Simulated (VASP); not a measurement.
# ZnS (Cm) in VASP: further runs

Runs on ZnS. Level: PBE. Tasks: single point.

All numbers are computed with VASP 6.6.1; they aren't measurements. Logs are shortened: lines on timing, memory, paths and dates and some standing lists are left out, and cuts for length are marked.

### 1 The cell of the first run

Symmetry: Cm, No. 8, monoclinic system. The conventional cell has a = 6.601 Å, b = 3.811 Å, c = 6.234 Å, α = 90.00°, β = 90.00°, γ = 90.00°. Zn (site symmetry m) has 4 S at 2.18 to 2.53 Å within 2.9 Å. Zn (site symmetry m) has 4 S at 2.05 to 2.49 Å within 2.7 Å. Within 2.7 Å of S (site symmetry m) lie 4 Zn at 2.05 to 2.49 Å. Within 2.9 Å of S (site symmetry m) lie 4 Zn at 2.18 to 2.53 Å.

### 2 Single point, PBE

Contents of INCAR:

```
SYSTEM = ZnS
PREC = Accurate
ENCUT = 520
EDIFF = 1E-6
ISMEAR = -1
SIGMA = 0.02
LREAL = .FALSE.
LASPH = .TRUE.
NELM = 100
ALGO = Normal
ISIF = 2
LWAVE = .FALSE.
LCHARG = .FALSE.
GGA = PE
NBANDS = 26
```

Contents of KPOINTS:

```
Automatic mesh
0
G
  12 12 6
  0 0 0
```

Contents of POSCAR:

```
ZnS
1.0
    3.8109987816      0.0000000000      0.0000000000
   -1.9054993908      3.3004217586      0.0000000000
    0.0000000000      0.0000000000      6.2340000000
Zn S
2 2
Direct
    0.3333333333      0.6666666667      0.0000000000
    0.6666666667      0.3333333333      0.5000000000
    0.2577109579      0.6288554789      0.3980448598
    0.5910442912      0.2955221456      0.8980448598
```

Potentials or basis: VASP PAW PBE potentials, release 64 (Zn, S).

The run is started by

```bash
cat potpaw_PBE.64/Zn/POTCAR potpaw_PBE.64/S/POTCAR > POTCAR
mpirun -np 1 vasp_std > vasp.out
```

OUTCAR:

```text
SYSTEM = ZnS
   PREC = Accurate
   ENCUT = 520
   EDIFF = 1E-6
   ISMEAR = -1
   LREAL = .FALSE.
   LASPH = .TRUE.
   NELM = 100
   ISIF = 2
   GGA = PE

 ion  position               nearest neighbor table
   1  0.333  0.667  0.000-   4 2.18   4 2.18   3 2.49   4 2.53
   2  0.667  0.333  0.500-   3 2.05   3 2.42   3 2.42   4 2.49
   3  0.258  0.629  0.398-   2 2.05   2 2.42   2 2.42   1 2.49
   4  0.591  0.296  0.898-   1 2.18   1 2.18   2 2.49   1 2.53

  LATTYP: Found a hexagonal cell.
 ALAT       =     3.8109987816
 C/A-ratio  =     1.6357916539

  Lattice vectors:

 A1 = (   3.8109987816,   0.0000000000,   0.0000000000)
 A2 = (  -1.9054993908,   3.3004217586,   0.0000000000)
 A3 = (   0.0000000000,   0.0000000000,   6.2340000000)

Analysis of symmetry for initial positions (statically):
=====================================================================
 Subroutine PRICEL returns:
 Original cell was already a primitive cell.

 Routine SETGRP: Setting up the symmetry group for a
 hexagonal supercell.

 Subroutine GETGRP returns: Found  2 space group operations
 (whereof  2 operations were pure point group operations)
 out of a pool of 24 trial point group operations.

The static configuration has the point symmetry C_1h.

Analysis of symmetry for dynamics (positions and initial velocities):
=====================================================================
 Subroutine PRICEL returns:
 Original cell was already a primitive cell.

 Routine SETGRP: Setting up the symmetry group for a
 hexagonal supercell.

 Subroutine GETGRP returns: Found  2 space group operations
 (whereof  2 operations were pure point group operations)
 out of a pool of 24 trial point group operations.

The dynamic configuration has the point symmetry C_1h.

 Subroutine INISYM returns: Found  2 space group operations
 (whereof  2 operations are pure point group operations),
 and found     1 'primitive' translations

----------------------------------------------------------------------------------------

                                     Primitive cell

  volume of cell :      78.4106

  direct lattice vectors                    reciprocal lattice vectors
     3.810998782  0.000000000  0.000000000     0.262398405  0.151495789  0.000000000
    -1.905499391  3.300421759  0.000000000     0.000000000  0.302991579  0.000000000
     0.000000000  0.000000000  6.234000000     0.000000000  0.000000000  0.160410651

  length of vectors
     3.810998782  3.810998782  6.234000000     0.302991579  0.302991579  0.160410651

  position of ions in fractional coordinates (direct lattice)
     0.333333333  0.666666667  0.000000000
     0.666666667  0.333333333  0.500000000
     0.257710958  0.628855479  0.398044860
     0.591044291  0.295522146  0.898044860

  ion indices of the primitive-cell ions
   primitive index   ion index
                 1           1
                 2           2
                 3           3
                 4           4

----------------------------------------------------------------------------------------

 KPOINTS: Automatic mesh

Automatic generation of k-mesh.
 Grid dimensions read from file:
 generate k-points for:   12   12    6

 Generating k-lattice:

  Cartesian coordinates                     Fractional coordinates (reciprocal lattice)
     0.021866534  0.012624649  0.000000000     0.083333333  0.000000000  0.000000000
     0.000000000  0.025249298  0.000000000     0.000000000  0.083333333  0.000000000
     0.000000000  0.000000000  0.026735109     0.000000000  0.000000000  0.166666667

  Length of vectors
     0.025249298  0.025249298  0.026735109

  Shift w.r.t. Gamma in fractional coordinates (k-lattice)
     0.000000000  0.000000000  0.000000000

 Subroutine IBZKPT returns following result:
 ===========================================

 Found    242 irreducible k-points:

 Following reciprocal coordinates:
            Coordinates               Weight
  0.000000  0.000000  0.000000      1.000000
  0.083333  0.000000  0.000000      2.000000
  0.000000  0.083333  0.000000      4.000000
  0.166667  0.000000  0.000000      2.000000
  0.000000  0.166667  0.000000      4.000000
  0.250000 -0.000000  0.000000      2.000000
[... 16 lines left out ...]
 -0.083333  0.416667  0.000000      4.000000
 -0.416667  0.333333  0.000000      4.000000
 [... further k-points ...]
   k-points           NKPTS =    242   k-points in BZ     NKDIM =    242   number of bands    NBANDS=     26
   number of dos      NEDOS =    301   number of ions     NIONS =      4
   total plane-waves  NPLWV =  37632
   dimension x,y,z NGX =    28 NGY =   28 NGZ =   48
   dimension x,y,z NGXF=    56 NGYF=   56 NGZF=   96
   ions per type =               2   2
   NGX,Y,Z   is equivalent  to a cutoff of  12.21, 12.21, 12.80 a.u.
   NGXF,Y,Z  is equivalent  to a cutoff of  24.43, 24.43, 25.60 a.u.
 SYSTEM =  ZnS
   PREC   = accura    normal or accurate (medium, high low for compatibility)
   ISTART =      0    job   : 0-new  1-cont  2-samecut
   ICHARG =      2    charge: 1-file 2-atom 10-const
   ISPIN  =      1    spin polarized calculation?
   LNONCOLLINEAR =      F non collinear calculations
   LSORBIT =      F    spin-orbit coupling
   LASPH  =      T    aspherical Exc in radial PAW
   ENCUT  =  520.0 eV  38.22 Ry    6.18 a.u.   7.09  7.09 11.59*2*pi/ulx,y,z
   NELM   =    100;   NELMIN=  2; NELMDL= -5     # of ELM steps
   EDIFF  = 0.1E-05   stopping-criterion for ELM
   LREAL  =      F    real-space projection
   EDIFFG = 0.1E-04   stopping-criterion for IOM
   NSW    =      0    number of steps for IOM
   IBRION =     -1    ionic relax: 0-MD 1-quasi-New 2-CG
   NFREE  =      0    steps in history (QN), initial steepest desc. (CG)
   ISIF   =      2    stress and relaxation
   ISYM   =      2    0-nonsym 1-usesym 2-fastsym
   POTIM  = 0.5000    time-step for ionic-motion
   TEBEG  =    0.0;   TEEND  =   0.0 temperature during run
   PSTRESS=    0.0 pullay stress
   NELECT =      36.0000    total number of electrons
   NUPDOWN=      -1.0000    fix difference up-down
   EMIN   =  10.00;   EMAX   =-10.00  energy-range for DOS
   EFERMI =   0.00;   METHOD = LEGACY
   ISMEAR =    -1;   SIGMA  =   0.02  broadening in eV -4-tet -1-fermi 0-gaus
   EFERMI_NEDOS =   21; number of points for ismear=-14 and -15
   IALGO  =     38    algorithm
   IMIX   =      4    mixing-type and parameters
     AMIX     =   0.40;   BMIX     =  1.00
     AMIX_MAG =   1.60;   BMIX_MAG =  1.00
  volume/ion in A,a.u.               =      19.60       132.29
  Fermi-wavevector in a.u.,A,eV,Ry     =   1.262944  2.386617 21.701656  1.595027
  Thomas-Fermi vector in A             =   2.396326
   LORBIT       =      0    0 simple, 1 ext, 2 COOP (PROOUT), +10 PAW based schemes
   GGA     = PE    functional components
   LHFCALC =     F    Hartree Fock is set to
   AEXX    =    0.0000 exact exchange contribution
   IVDW    =     0    specifies the selected vdW correction
   LEPSILON=     F    determine dielectric tensor
   LRPA    =     F    only Hartree local field effects (RPA)
 non-spin polarized calculation
  energy-cutoff  :      520.00
  volume of cell :       78.41
 maximum number of plane-waves:      2133
   NGX = 15   NGY = 15   NGZ = 23

 number of electron      35.9999976 magnetization

 Free energy of the ion-electron system (eV)
  ---------------------------------------------------
  ext. energy  EPLUGINS =         0.00000000
  ---------------------------------------------------
  free energy    TOTEN  =       -13.05629276 eV

  energy without entropy =      -13.05629276  energy(sigma->0) =      -13.05629276

 E-fermi :   2.6502     XC(G=0):  -9.6452

 val. band max:        2.2378182948   @ k =   0.0000   0.0000   0.0000
 cond. band min:       4.4692434431   @ k =   0.0000   0.0000   0.0000
 fundamental gap:      2.2314251483
 Fermi energy:         2.6502071246

 k-point     1 :       0.0000    0.0000    0.0000
  band No.  band energies     occupation
      1     -11.1240      2.00000
      2     -10.2515      2.00000
      3      -4.5467      2.00000
      4      -4.4689      2.00000
      5      -4.3117      2.00000
      6      -4.3090      2.00000
[... 18 lines left out ...]
     25      10.0264      0.00000
     26      11.3900      0.00000

 k-point     2 :       0.0833    0.0000    0.0000
  band No.  band energies     occupation
      1     -11.0763      2.00000
      2     -10.2230      2.00000
      3      -4.5474      2.00000
      4      -4.4603      2.00000
      5      -4.3084      2.00000
      6      -4.2910      2.00000
[... 18 lines left out ...]
     25      10.1283      0.00000
     26      11.0650      0.00000

 k-point     3 :       0.0000    0.0833    0.0000
  band No.  band energies     occupation
      1     -11.0758      2.00000
      2     -10.2214      2.00000
      3      -4.5412      2.00000
      4      -4.4770      2.00000
      5      -4.3076      2.00000
      6      -4.2840      2.00000
[... 18 lines left out ...]
     25      10.2079      0.00000
     26      11.0745      0.00000

 k-point     4 :       0.1667    0.0000    0.0000
  band No.  band energies     occupation
      1     -10.9396      2.00000
      2     -10.1454      2.00000
      3      -4.5434      2.00000
      4      -4.4371      2.00000
      5      -4.3050      2.00000
      6      -4.2324      2.00000
[... 18 lines left out ...]
     25      10.3811      0.00000
     26      10.6698      0.00000

 k-point     5 :       0.0000    0.1667    0.0000
  band No.  band energies     occupation
      1     -10.9378      2.00000
      2     -10.1393      2.00000
      3      -4.5272      2.00000
      4      -4.4853      2.00000
      5      -4.2931      2.00000
      6      -4.2264      2.00000
[... 18 lines left out ...]
     25      10.3870      0.00000
     26      10.8067      0.00000

 k-point     6 :       0.2500   -0.0000    0.0000
  band No.  band energies     occupation
      1     -10.7348      2.00000
      2     -10.0423      2.00000
      3      -4.5198      2.00000
      4      -4.4063      2.00000
      5      -4.2951      2.00000
      6      -4.1472      2.00000
[... 427 lines left out ...]
 k-point    21 :      -0.3333    0.2500    0.0000
  band No.  band energies     occupation
      1     -10.5865      2.00000
      2      -9.9686      2.00000
      3      -4.4936      2.00000
      4      -4.4420      2.00000
      5      -4.2477      2.00000
      6      -4.1391      2.00000
[... 18 lines left out ...]
     25      10.8842      0.00000
     26      11.1927      0.00000

 k-point    22 :       0.3333    0.0833    0.0000
  band No.  band energies     occupation
      1     -10.3634      2.00000
      2      -9.9131      2.00000
      3      -4.4155      2.00000
      4      -4.3775      2.00000
      5      -4.2333      2.00000
      6      -4.1136      2.00000
[... 18 lines left out ...]
     25      11.1016      0.00000
     26      11.9717      0.00000

 k-point    23 :      -0.0833    0.4167    0.0000
  band No.  band energies     occupation
      1     -10.3597      2.00000
      2      -9.8828      2.00000
      3      -4.4540      2.00000
      4      -4.3838      2.00000
      5      -4.2543      2.00000
      6      -4.0996      2.00000
[... 18 lines left out ...]
     25      11.0389      0.00000
     26      12.0772      0.00000

 k-point    24 :      -0.4167    0.3333    0.0000
  band No.  band energies     occupation
      1     -10.3584      2.00000
      2      -9.8919      2.00000
      3      -4.4477      2.00000
      4      -4.4018      2.00000
      5      -4.2471      2.00000
      6      -4.0904      2.00000
[... 18 lines left out ...]
     25      11.0644      0.00000
     26      11.8538      0.00000

 [... further k-points ...]

------------------------ aborting loop because EDIFF is reached ----------------------------------------

  FORCE on cell =-STRESS in cart. coord.  units (eV):
  Direction    XX          YY          ZZ          XY          YZ          ZX
  --------------------------------------------------------------------------------------
  -------------------------------------------------------------------------------------
  Total        4.5904537      3.6162561      0.4417274      0.8436799     -1.1044956     -1.9130425
  in kB       93.7974752     73.8915391      9.0258861     17.2390463    -22.5683360    -39.0895038
  external PRESSURE =      58.9049668 kB  Pullay stress =       0.0000000 kB

 VOLUME and BASIS-vectors are now :
 -----------------------------------------------------------------------------
  energy-cutoff  :      520.00
  volume of cell :       78.41
      direct lattice vectors                 reciprocal lattice vectors
     3.810998782  0.000000000  0.000000000     0.262398405  0.151495789  0.000000000
    -1.905499391  3.300421759  0.000000000     0.000000000  0.302991579  0.000000000
     0.000000000  0.000000000  6.234000000     0.000000000  0.000000000  0.160410651

 POSITION                                       TOTAL-FORCE (eV/Angst)
 -----------------------------------------------------------------------------------
     -0.00000      2.20028      0.00000        -1.185126     -0.684233      0.903731
      1.90550      1.10014      3.11700        -2.609220     -1.506434      1.129684
     -0.21615      2.07549      2.48141         2.637325      1.522660     -1.118452
      1.68935      0.97535      5.59841         1.157020      0.668006     -0.914963
 -----------------------------------------------------------------------------------
    total drift:                               -0.000191     -0.000103     -0.000003

  FREE ENERGIE OF THE ION-ELECTRON SYSTEM (eV)
  ---------------------------------------------------
  free  energy   TOTEN  =       -13.0562927575 eV

  energy  without entropy=      -13.0562927575  energy(sigma->0) =      -13.05629276
```

Wall time 2.9 min (1 thread of Intel Xeon 6975P-C (Granite Rapids), shared host); peak memory 0.49 GiB.

Results:

```yaml
Free_energy: -13.0563 eV
Pressure: 5.9 GPa
Largest_force: 3.244 eV/Å
Band_gap_on_the_k_mesh: 2.23 eV
```

Forces in eV/Å, atoms in the order of the input:
```
Zn  -1.185 -0.684  0.904
Zn  -2.609 -1.506  1.130
S    2.637  1.523 -1.118
S    1.157  0.668 -0.915
```

Stress tensor (GPa, compression positive):
```
 9.38  1.72 -3.91
 1.72  7.39 -2.26
-3.91 -2.26  0.90
```

Levels at points of the mesh, in eV from the valence-band top:
| k point | band 15 | band 16 | band 17 | band 18 | band 19 | band 20 | band 21 | band 22 |
| --- | --- | --- | --- | --- | --- | --- | --- | --- |
| (0.00, 0.00, 0.00) | -1.03 | -0.08 | -0.03 | 0.00 | 2.23 | 2.81 | 6.07 | 6.15 |
| (0.50, 0.00, 0.00) | -3.05 | -2.39 | -1.53 | -1.22 | 3.32 | 4.30 | 5.11 | 7.26 |
| (0.00, 0.50, 0.00) | -3.13 | -2.17 | -1.65 | -0.97 | 3.33 | 4.16 | 4.95 | 7.25 |
| (0.00, 0.00, 0.50) | -0.96 | -0.89 | -0.21 | -0.18 | 3.38 | 3.41 | 6.06 | 6.12 |
| (0.50, 0.00, 0.50) | -1.92 | -1.77 | -1.68 | -1.28 | 3.15 | 4.01 | 4.48 | 5.41 |
| (0.00, 0.50, 0.50) | -1.94 | -1.88 | -1.39 | -1.26 | 3.32 | 3.75 | 4.64 | 5.09 |

Caveat: the cell differs from its parent crystal (all S atoms moved +0.263 Å, as atom 3 towards its neighbour atom 2 (Zn) at 2.314 Å); the stress differs along the axes, from 1 to 9 GPa; forces of over 1 eV/Å act on the atoms, so gaps and moduli don't describe the material at rest. A k mesh can miss the band edges.

### 3 Single point, PBE

Contents of INCAR:

```
PREC = Accurate ; ENCUT = 520
EDIFF = 1E-6 ; ISMEAR = -1
SIGMA = 0.02 ; LREAL = False
LASPH = True ; NELM = 60
ALGO = Normal ; ISIF = 2
LWAVE = False ; LCHARG = False
GGA = PE ; NBANDS = 26
```

Contents of KPOINTS:

```
regular mesh
0
Gamma
  12 12 6
```

POSCAR: that of step 2 with these lines changed.

```diff
@@ -10,3 +10,3 @@
     0.6666666667      0.3333333333      0.5000000000
-    0.2577109579      0.6288554789      0.3980448598
-    0.5910442912      0.2955221456      0.8980448598
+    0.3765461193      0.6882730597      0.3775457944
+    0.7098794526      0.3549397263      0.8775457944
```

Potentials or basis: VASP PAW PBE potentials, release 64 (Zn, S).

The run is started by

```bash
cat potpaw_PBE.64/Zn/POTCAR potpaw_PBE.64/S/POTCAR > POTCAR
mpirun -np 1 vasp_std > vasp.out
```

It took 7.9 min on 1 thread of Oxide Virtual Turin-like, shared host; peak memory 0.45 GiB.

Results (log left out):

```yaml
Free_energy: -13.5437 eV
Pressure: 3.1 GPa
Largest_force: 1.170 eV/Å
Band_gap_on_the_k_mesh: 2.19 eV
```

Forces on the atoms (eV/Å):
```
Zn   0.977  0.564  0.254
Zn   0.630  0.364  0.215
S   -0.618 -0.357 -0.217
S   -0.990 -0.571 -0.251
```

Stress tensor (GPa, compression positive):
```
3.77 0.44 1.97
0.44 3.26 1.14
1.97 1.14 2.28
```

Levels at points of the mesh, in eV from the valence-band top:
```
           k point  band 14  band 15  band 16  band 17  band 18  band 19  band 20  band 21  band 22  band 23
(0.00, 0.00, 0.00)    -0.98    -0.97    -0.13    -0.03     0.00     2.19     3.02     6.22     6.26     6.54
(0.50, 0.00, 0.00)    -4.12    -3.27    -2.30    -1.71    -0.96     3.54     4.27     5.10     6.93     7.37
(0.00, 0.50, 0.00)    -4.18    -3.30    -2.24    -1.74    -0.90     3.55     4.22     5.04     6.96     7.37
(0.00, 0.00, 0.50)    -2.88    -0.72    -0.71    -0.32    -0.32     3.51     3.52     6.37     6.38     6.73
(0.50, 0.00, 0.50)    -4.71    -1.73    -1.73    -1.63    -1.54     3.30     3.76     4.89     5.43     8.73
(0.00, 0.50, 0.50)    -4.82    -1.84    -1.81    -1.50    -1.45     3.40     3.63     5.00     5.26     8.82
```

Caveat: the cell differs from its parent crystal (all S atoms moved -0.150 Å, as atom 3 towards its neighbour atom 2 (Zn) at 2.314 Å); the cell stands under pressure; forces of over 1 eV/Å act on the atoms, so gaps and moduli don't describe the material at rest. A k mesh can miss the band edges.
